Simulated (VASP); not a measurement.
Wanted: the native input for a VASP 6.6.1 run.

* Task: single point
* Functional: PBE
* Potentials or basis: VASP PAW PBE potentials, release 64 (Si, C)
* Cutoff: 520 eV
* k mesh: 12 × 12 × 4
* Occupations: gaussian, width 0.01 eV
* Spin: no spin polarisation
* Dipole correction: no
* Further INCAR settings: ALGO = Normal; EDIFF = 1e-06; NBANDS = 16

The structure of SiC (Moissanite) lies in POSCAR:

```
SiC
1.0
    3.0862193442      0.0000000000      0.0000000000
   -1.5431096721      2.6727442112      0.0000000000
    0.0000000000      0.0000000000      5.0647708873
Si C
2 2
Direct
    0.3333333333      0.6666666667      0.0000000000
    0.6666666667      0.3333333333      0.5000000000
    0.3333333333      0.6666666667      0.3850000000
    0.6666666667      0.3333333333      0.8850000000
```

These files were run (other wordings do the same):

INCAR

```
SYSTEM = SiC
PREC = Accurate
ENCUT = 520
EDIFF = 1E-6
ISMEAR = 0
SIGMA = 0.01
LREAL = .False.
LASPH = .True.
NELM = 80
ALGO = Normal
ISIF = 2
LWAVE = .False.
LCHARG = .False.
GGA = PE
NBANDS = 16
```

KPOINTS

```
Automatic mesh
0
Gamma
  12 12 4
  0 0 0
```

Potentials or basis: VASP PAW PBE potentials, release 64 (Si, C).

The run is started by

```sh
$ cat potpaw_PBE.64/Si/POTCAR potpaw_PBE.64/C/POTCAR > POTCAR
$ mpirun -np 1 vasp_std > vasp.out
```

Results of the run:

The pressure is 1.4 GPa, the largest force is 0.736 eV/Å and the band gap on the k mesh is 2.34 eV, indirect (least direct gap 4.06 eV).

Wall time 15 s on 1 thread of Intel(R) Xeon(R) 6975P-C (Granite Rapids), with other jobs on the host, peak memory 0.16 GiB.
